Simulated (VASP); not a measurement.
## NaH: single point with PBE

NaH:

```xyz
2
Lattice="0.0000 2.3975 2.3975 2.3975 0.0000 2.3975 2.3975 2.3975 0.0000" Properties=species:S:1:pos:R:3 pbc="T T T"
Na    0.0000    0.0000    0.0000
H     2.3975    2.3975    2.3975
```

```json
{
  "Program": "VASP 6.6.1",
  "Task": "single point",
  "Functional": "PBE",
  "Potentials or basis": "VASP PAW PBE potentials, release 64 (Na_pv, H)",
  "Cutoff": "520 eV",
  "k mesh": "6 × 6 × 6",
  "Occupations": "methfessel-paxton, width 0.2 eV",
  "Spin": "no spin polarisation",
  "Dipole correction": "no",
  "Further INCAR settings": "ALGO = Normal; EDIFF = 1e-06; NBANDS = 11"
}
```

```
Pressure               : 0.5 GPa
Band gap on the k mesh : 3.85 eV (least direct gap 4.67 eV)
```

Levels at points of the mesh, in eV from the valence-band top:
```
           k point  band 2  band 3  band 4  band 5  band 6  band 7
(0.00, 0.00, 0.00)  -22.01  -22.01   -3.64   10.67   15.82   15.82
(0.50, 0.00, 0.00)  -22.02  -22.02   -0.82    3.85   10.99   13.58
(0.50, 0.50, 0.00)  -22.05  -22.05   -0.13    4.73   10.17   10.87
```

It took 14 s on 1 thread of AMD EPYC 7R13, with other jobs on the host, peak memory 0.11 GiB.

A k mesh can miss the band edges. A hybrid or GW would open this gap; PBE tends to underestimate it.
